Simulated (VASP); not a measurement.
Al: single point with PBE

The system is Al.

```
CELL_PARAMETERS angstrom
0.00000 2.05061 2.05061
2.05061 0.00000 2.05061
2.05061 2.05061 0.00000
ATOMIC_POSITIONS crystal
Al 0.00000 0.00000 0.00000
```

This cell differs from its parent crystal: volume scaled by 1.04.

```json
{
  "Program": "VASP 6.6.1",
  "Task": "single point",
  "Functional": "PBE",
  "Potentials or basis": "VASP PAW PBE potentials, release 64 (Al)",
  "Cutoff": "520 eV",
  "k mesh": "14 × 14 × 14",
  "Occupations": "fermi-dirac, width 0.05 eV",
  "Spin": "no spin polarisation"
}
```

```json
{
 "Pressure": "-3.3 GPa"
}
```

Levels at points of the mesh, in eV from the Fermi level:
```tsv
k point	band 1	band 2	band 3	band 4	band 5	band 6
(0.00, 0.00, 0.00)	-10.81	12.40	12.40	12.40	13.56	13.56
(0.50, 0.00, 0.00)	-4.40	-4.30	10.97	10.97	11.28	11.28
(0.50, 0.50, 0.00)	-2.79	-1.57	5.27	5.41	5.41	8.69
```

Run time: 7.7 s on 1 thread of Intel(R) Xeon(R) Platinum 8488C (Sapphire Rapids) (shared host), peak memory 0.13 GiB.
